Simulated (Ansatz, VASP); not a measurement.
## Two plane-wave programs on Ru

```xyz
2
Lattice="2.7025 0.0000 0.0000 -1.3512 2.3404 0.0000 0.0000 0.0000 4.3085" Properties=species:S:1:pos:R:3 pbc="T T T"
Ru    0.0000    1.5603    1.0771
Ru    1.3512    0.7801    3.2314
```

Change from the starting cell: strain along c alone, the other axes held, atoms relaxed: +1.0 %.

Alike in both runs: task single point; functional r2SCAN; k mesh 24 × 24 × 12; occupations gaussian, width 0.1 eV; no spin polarisation.

|  | VASP | Ansatz |
| --- | --- | --- |
| version | VASP 6.6.1 | Ansatz 0.2.0 |
| potentials or method | VASP PAW PBE potentials, release 64 (Ru_pv), cutoff 550 eV | scalar-relativistic, plane waves, PAW |
| valence electrons in the cell | 28 | 32 |

Ansatz gave:

```
gap on the k mesh at the Fermi level (eV)                     : none
pressure (GPa)                                                : -3.4
traceless stress, the component that is largest in VASP (GPa) : -3.76
```

Question: Estimate VASP's values.

Answer: gap on the k mesh at the Fermi level (eV): none; pressure (GPa): -1.9; traceless stress, the component that is largest in VASP (GPa): -3.67.

VASP's potentials were made for PBE, not for r2SCAN. A gap of «none» marks a metal or a gap that the smearing closes. VASP's potentials hold 28 valence electrons a cell and Ansatz's 32, so a difference there can come from the potentials and not from the codes.
